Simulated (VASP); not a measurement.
# Pt (I4_1/amd) in VASP: further runs

Runs on Pt. Level: PBEsol. Tasks: single point, relaxation of cell and atoms.

Everything below comes from runs of VASP 6.6.1. Logs are shortened: lines on timing, memory, paths and dates and some standing lists are left out, and cuts for length are marked.

### 1 The cell of the first run

Symmetry: I4_1/amd, No. 141, tetragonal system. Conventional cell: a = 4.964 Å, b = 4.964 Å, c = 2.671 Å, α = 90.00°, β = 90.00°, γ = 90.00°. Within 3.4 Å of Pt (site symmetry -4m2) lie 10 Pt at 2.57 to 3.19 Å.

### 2 Single point, PBEsol

INCAR

```
SYSTEM = Pt
PREC = Accurate ; ENCUT = 520
EDIFF = 1E-6 ; ISMEAR = 0
SIGMA = 0.1 ; LREAL = .False.
LASPH = .True. ; NELM = 60
ALGO = Fast ; ISIF = 2
LWAVE = .False. ; LCHARG = .False.
GGA = PS ; NBANDS = 17
```

KPOINTS

```
regular mesh
0
Gamma
  24 24 24
  0 0 0
```

POSCAR

```
Pt
1.0
   -2.4819717536      2.4819717536      1.3356710308
    2.4819717536     -2.4819717536      1.3356710308
    2.4819717536      2.4819717536     -1.3356710308
Pt
2
Direct
    0.0000000000      0.0000000000      0.0000000000
    0.7500000000      0.2500000000      0.5000000000
```

Potentials or basis: VASP PAW PBE potentials, release 64 (Pt).

The run is started by

```bash
> cat potpaw_PBE.64/Pt/POTCAR > POTCAR
> mpirun -np 1 vasp_std > vasp.out
```

OUTCAR:

```text
SYSTEM = Pt
   PREC = Accurate
   ENCUT = 520
   EDIFF = 1E-6
   ISMEAR = 0
   LREAL = .False.
   LASPH = .True.
   NELM = 60
   ISIF = 2
   GGA = PS

 ion  position               nearest neighbor table
   1  0.000  0.000  0.000-   2 2.57   2 2.57   2 2.57   2 2.57   2 3.19   2 3.19   2 3.19   2 3.19

   2  0.750  0.250  0.500-   1 2.57   1 2.57   1 2.57   1 2.57   1 3.19   1 3.19   1 3.19   1 3.19

  LATTYP: Found a body centered tetragonal cell.
 ALAT       =     4.9639435072
 C/A-ratio  =     0.5381491666

  Lattice vectors:

 A1 = (  -2.4819717536,   2.4819717536,   1.3356710308)
 A2 = (   2.4819717536,  -2.4819717536,   1.3356710308)
 A3 = (   2.4819717536,   2.4819717536,  -1.3356710308)

Analysis of symmetry for initial positions (statically):
=====================================================================
 Subroutine PRICEL returns:
 Original cell was already a primitive cell.

 Routine SETGRP: Setting up the symmetry group for a
 body centered tetragonal supercell.

 Subroutine GETGRP returns: Found 16 space group operations
 (whereof  8 operations were pure point group operations)
 out of a pool of 16 trial point group operations.

The static configuration has the point symmetry D_2d.
 The point group associated with its full space group is D_4h.

Analysis of symmetry for dynamics (positions and initial velocities):
=====================================================================
 Subroutine PRICEL returns:
 Original cell was already a primitive cell.

 Routine SETGRP: Setting up the symmetry group for a
 body centered tetragonal supercell.

 Subroutine GETGRP returns: Found 16 space group operations
 (whereof  8 operations were pure point group operations)
 out of a pool of 16 trial point group operations.

The dynamic configuration has the point symmetry D_2d.
 The point group associated with its full space group is D_4h.

 Subroutine INISYM returns: Found 16 space group operations
 (whereof  8 operations are pure point group operations),
 and found     1 'primitive' translations

----------------------------------------------------------------------------------------

                                     Primitive cell

  volume of cell :      32.9119

  direct lattice vectors                    reciprocal lattice vectors
    -2.481971754  2.481971754  1.335671031     0.000000000  0.201452736  0.374343673
     2.481971754 -2.481971754  1.335671031     0.201452736  0.000000000  0.374343673
     2.481971754  2.481971754 -1.335671031     0.201452736  0.201452736  0.000000000

  length of vectors
     3.755580471  3.755580471  3.755580471     0.425107505  0.425107505  0.284897191

  position of ions in fractional coordinates (direct lattice)
     0.000000000  0.000000000  0.000000000
     0.750000000  0.250000000  0.500000000

  ion indices of the primitive-cell ions
   primitive index   ion index
                 1           1
                 2           2

----------------------------------------------------------------------------------------

 KPOINTS: regular mesh

Automatic generation of k-mesh.
 Grid dimensions read from file:
 generate k-points for:   24   24   24

 Generating k-lattice:

  Cartesian coordinates                     Fractional coordinates (reciprocal lattice)
     0.000000000  0.008393864  0.015597653     0.041666667  0.000000000 -0.000000000
     0.008393864  0.000000000  0.015597653     0.000000000  0.041666667 -0.000000000
     0.008393864  0.008393864  0.000000000     0.000000000  0.000000000  0.041666667

  Length of vectors
     0.017712813  0.017712813  0.011870716

  Shift w.r.t. Gamma in fractional coordinates (k-lattice)
     0.000000000  0.000000000  0.000000000

 Subroutine IBZKPT returns following result:
 ===========================================

 Found   1063 irreducible k-points:

 Following reciprocal coordinates:
            Coordinates               Weight
  0.000000  0.000000  0.000000      1.000000
  0.041667  0.000000  0.000000      8.000000
  0.083333 -0.000000  0.000000      8.000000
  0.125000 -0.000000  0.000000      8.000000
  0.166667 -0.000000  0.000000      8.000000
  0.208333  0.000000  0.000000      8.000000
[... 16 lines left out ...]
  0.416667  0.041667  0.000000     16.000000
  0.458333  0.041667  0.000000     16.000000
 [... further k-points ...]
   k-points           NKPTS =   1063   k-points in BZ     NKDIM =   1063   number of bands    NBANDS=     17
   number of dos      NEDOS =    301   number of ions     NIONS =      2
   total plane-waves  NPLWV =  21952
   dimension x,y,z NGX =    28 NGY =   28 NGZ =   28
   dimension x,y,z NGXF=    56 NGYF=   56 NGZF=   56
   ions per type =               2
   NGX,Y,Z   is equivalent  to a cutoff of  12.39, 12.39, 12.39 a.u.
   NGXF,Y,Z  is equivalent  to a cutoff of  24.79, 24.79, 24.79 a.u.
 SYSTEM =  Pt
   PREC   = accura    normal or accurate (medium, high low for compatibility)
   ISTART =      0    job   : 0-new  1-cont  2-samecut
   ICHARG =      2    charge: 1-file 2-atom 10-const
   ISPIN  =      1    spin polarized calculation?
   LNONCOLLINEAR =      F non collinear calculations
   LSORBIT =      F    spin-orbit coupling
   LASPH  =      T    aspherical Exc in radial PAW
   ENCUT  =  520.0 eV  38.22 Ry    6.18 a.u.   6.98  6.98  6.98*2*pi/ulx,y,z
   NELM   =     60;   NELMIN=  2; NELMDL= -5     # of ELM steps
   EDIFF  = 0.1E-05   stopping-criterion for ELM
   LREAL  =      F    real-space projection
   EDIFFG = 0.1E-04   stopping-criterion for IOM
   NSW    =      0    number of steps for IOM
   IBRION =     -1    ionic relax: 0-MD 1-quasi-New 2-CG
   NFREE  =      0    steps in history (QN), initial steepest desc. (CG)
   ISIF   =      2    stress and relaxation
   ISYM   =      2    0-nonsym 1-usesym 2-fastsym
   POTIM  = 0.5000    time-step for ionic-motion
   TEBEG  =    0.0;   TEEND  =   0.0 temperature during run
   PSTRESS=    0.0 pullay stress
   NELECT =      20.0000    total number of electrons
   NUPDOWN=      -1.0000    fix difference up-down
   EMIN   =  10.00;   EMAX   =-10.00  energy-range for DOS
   EFERMI =   0.00;   METHOD = LEGACY
   ISMEAR =     0;   SIGMA  =   0.10  broadening in eV -4-tet -1-fermi 0-gaus
   EFERMI_NEDOS =   21; number of points for ismear=-14 and -15
   IALGO  =     68    algorithm
   IMIX   =      4    mixing-type and parameters
     AMIX     =   0.40;   BMIX     =  1.00
     AMIX_MAG =   1.60;   BMIX_MAG =  1.00
  volume/ion in A,a.u.               =      16.46       111.05
  Fermi-wavevector in a.u.,A,eV,Ry     =   1.386651  2.620390 26.161288  1.922800
  Thomas-Fermi vector in A             =   2.510946
   LORBIT       =      0    0 simple, 1 ext, 2 COOP (PROOUT), +10 PAW based schemes
   GGA     = PS    functional components
   LHFCALC =     F    Hartree Fock is set to
   AEXX    =    0.0000 exact exchange contribution
   IVDW    =     0    specifies the selected vdW correction
   LEPSILON=     F    determine dielectric tensor
   LRPA    =     F    only Hartree local field effects (RPA)
 non-spin polarized calculation
 RMM-DIIS sequential band-by-band and
 Gauss-broadening in eV      SIGMA  =   0.10
  energy-cutoff  :      520.00
  volume of cell :       32.91
 maximum number of plane-waves:       913
   NGX = 13   NGY = 13   NGZ = 13

 number of electron      20.0000004 magnetization

 Free energy of the ion-electron system (eV)
  ---------------------------------------------------
  ext. energy  EPLUGINS =         0.00000000
  ---------------------------------------------------
  free energy    TOTEN  =       -13.22773695 eV

  energy without entropy =      -13.21697034  energy(sigma->0) =      -13.22235364

 E-fermi :   9.5514     XC(G=0): -13.0328

 val. band max:        9.5492552152   @ k =  -0.4583   0.5000   0.3750
 cond. band min:       9.5548398376   @ k =   0.4583   0.0417   0.0417
 fundamental gap:      0.0055846224
 Fermi energy:         9.5514012381

 k-point     1 :       0.0000    0.0000    0.0000
  band No.  band energies     occupation
      1       0.2034      2.00000
      2       3.1962      2.00000
      3       3.7469      2.00000
      4       4.2093      2.00000
      5       4.8439      2.00000
      6       8.1552      2.00000
[... 9 lines left out ...]
     16      25.5888      0.00000
     17      25.5888      0.00000

 k-point     2 :       0.0417    0.0000    0.0000
  band No.  band energies     occupation
      1       0.2676      2.00000
      2       3.2263      2.00000
      3       3.7532      2.00000
      4       4.2864      2.00000
      5       4.8838      2.00000
      6       7.8932      2.00000
[... 9 lines left out ...]
     16      25.5957      0.00000
     17      25.7056      0.00000

 k-point     3 :       0.0833   -0.0000    0.0000
  band No.  band energies     occupation
      1       0.4576      2.00000
      2       3.3153      2.00000
      3       3.7839      2.00000
      4       4.5000      2.00000
      5       5.0003      2.00000
      6       7.5020      2.00000
[... 9 lines left out ...]
     16      25.5968      0.00000
     17      26.0502      0.00000

 k-point     4 :       0.1250   -0.0000    0.0000
  band No.  band energies     occupation
      1       0.7645      2.00000
      2       3.4579      2.00000
      3       3.8493      2.00000
      4       4.8151      2.00000
      5       5.1842      2.00000
      6       7.0537      2.00000
[... 9 lines left out ...]
     16      25.5333      0.00000
     17      26.6054      0.00000
[... 343 lines left out ...]
      1       3.3510      2.00000
      2       3.8703      2.00000
      3       4.3892      2.00000
      4       5.1047      2.00000
      5       6.1057      2.00000
      6       6.7205      2.00000
[... 9 lines left out ...]
     16      23.3171      0.00000
     17      24.3341      0.00000

 k-point    23 :       0.4167    0.0417    0.0000
  band No.  band energies     occupation
      1       3.3971      2.00000
      2       3.7886      2.00000
      3       4.4922      2.00000
      4       4.8898      2.00000
      5       6.3755      2.00000
      6       6.7391      2.00000
[... 9 lines left out ...]
     16      23.0298      0.00000
     17      24.2703      0.00000

 k-point    24 :       0.4583    0.0417    0.0000
  band No.  band energies     occupation
      1       3.4221      2.00000
      2       3.7559      2.00000
      3       4.5678      2.00000
      4       4.7399      2.00000
      5       6.5669      2.00000
      6       6.6977      2.00000
[... 9 lines left out ...]
     16      22.8991      0.00000
     17      24.2548      0.00000

 [... further k-points ...]

------------------------ aborting loop because EDIFF is reached ----------------------------------------

  FORCE on cell =-STRESS in cart. coord.  units (eV):
  Direction    XX          YY          ZZ          XY          YZ          ZX
  --------------------------------------------------------------------------------------
  -------------------------------------------------------------------------------------
  Total       -0.0891259     -0.0891259     -0.0835700      0.0000000      0.0000000      0.0000000
  in kB       -4.3387149     -4.3387149     -4.0682525      0.0000000      0.0000000      0.0000000
  external PRESSURE =      -4.2485608 kB  Pullay stress =       0.0000000 kB

 VOLUME and BASIS-vectors are now :
 -----------------------------------------------------------------------------
  energy-cutoff  :      520.00
  volume of cell :       32.91
      direct lattice vectors                 reciprocal lattice vectors
    -2.481971754  2.481971754  1.335671031     0.000000000  0.201452736  0.374343673
     2.481971754 -2.481971754  1.335671031     0.201452736  0.000000000  0.374343673
     2.481971754  2.481971754 -1.335671031     0.201452736  0.201452736  0.000000000

 POSITION                                       TOTAL-FORCE (eV/Angst)
 -----------------------------------------------------------------------------------
      0.00000      0.00000      0.00000         0.000000     -0.000000      0.000000
      0.00000      2.48197      0.66784        -0.000000      0.000000     -0.000000
 -----------------------------------------------------------------------------------
    total drift:                               -0.000000      0.000000      0.000000

  FREE ENERGIE OF THE ION-ELECTRON SYSTEM (eV)
  ---------------------------------------------------
  free  energy   TOTEN  =       -13.2277369476 eV

  energy  without entropy=      -13.2169703381  energy(sigma->0) =      -13.22235364
```

Wall time 8.8 min (1 thread of Intel Xeon Platinum 8259CL at 2.50GHz (Skylake/Cascade Lake), shared host); peak memory 0.57 GiB.

Results:

```yaml
Free_energy: -13.2277 eV
Pressure: -0.4 GPa
Band_gap_on_the_k_mesh: zero (bands 10 and 11 overlap by 1.80 eV)
```

Caveat: the PAW data sets were made with another functional, which shifts forces and pressure a little; spin-orbit coupling is left out, which moves the levels of the heavy elements.

### 3 Relaxation of cell and atoms, PBEsol

This run uses another cell than the first one, of 16.23 Å³/atom.

INCAR

```
SYSTEM = Pt
ALGO = Fast
EDIFF = 1E-6
EDIFFG = -0.01
ENCUT = 600
GGA = PS
IBRION = 2
ISIF = 3
ISMEAR = 0
LASPH = .TRUE.
LCHARG = .FALSE.
LREAL = .FALSE.
LWAVE = .FALSE.
NELM = 60
NSW = 100
PREC = Accurate
SIGMA = 0.1
```

KPOINTS

```
k-points
0
G
  24 24 24
  0 0 0
```

POSCAR

```
Pt
1.0
   -2.4595936916      2.4595936916      1.3417537615
    2.4595936916     -2.4595936916      1.3417537615
    2.4595936916      2.4595936916     -1.3417537615
Pt
2
Direct
    0.0000000000      0.0000000000      0.0000000000
    0.7500000000      0.2500000000      0.5000000000
```

Potentials or basis: VASP PAW PBE potentials, release 64 (Pt).

The run is started by

```bash
> cat potpaw_PBE.64/Pt/POTCAR > POTCAR
> mpirun -np 1 vasp_std > vasp.out
```

Run time: 30 min. Hardware: 1 thread of Oxide Virtual Turin-like, shared host; peak memory 0.61 GiB.

Results (log left out):

- Free energy: -13.2274 eV
- Relaxed volume: 16.43 Å³/atom
- Relaxed cell: a = 3.753 Å, b = 3.753 Å, c = 3.753 Å, α = 97.27°, β = 97.27°, γ = 138.33°
- Space group after relaxing (to 0.1 Å): I4_1/amd (No. 141)
- Energy gained by relaxing: 4.4 meV/atom
- Ionic steps: 6
- Pressure after relaxing: 0.0 GPa
- Band gap on the k mesh: zero (bands 10 and 11 overlap by 1.80 eV)

Step by step:
```csv
step,energy change (eV),largest force (eV/Å),pressure (GPa),volume (Å³)
1,0.0000,0.0000,3.11,32.47
2,0.0222,0.0000,-7.30,33.97
3,-0.0081,0.0000,-0.78,32.97
4,-0.0081,0.0000,-0.71,32.96
5,-0.0079,0.0000,0.84,32.75
6,-0.0088,0.0000,0.02,32.86
```

Final structure:
```
Pt
1.0
    -2.48053    2.48053    1.33504
     2.48053   -2.48053    1.33504
     2.48053    2.48053   -1.33504
Pt
2
Direct
  0.00000 0.00000 0.00000
  0.75000 0.25000 0.50000
```

Levels at points of the mesh, in eV from the Fermi level:
```tsv
k point	band 7	band 8	band 9	band 10	band 11	band 12	band 13	band 14
(0.00, 0.00, 0.00)	-1.40	-1.34	-1.34	0.37	1.48	4.96	4.96	11.15
(0.50, 0.00, 0.00)	-1.70	-1.16	-0.41	-0.13	2.29	4.71	6.55	7.96
(0.50, 0.50, 0.00)	-2.30	-2.30	-0.60	-0.60	-0.30	-0.30	11.98	11.98
(0.50, 0.50, 0.50)	-1.16	-1.16	-1.07	-1.07	-0.80	-0.80	4.76	4.76
```

Caveat: the PAW data sets were made with another functional, which shifts forces and pressure a little; spin-orbit coupling is left out, which moves the levels of the heavy elements.
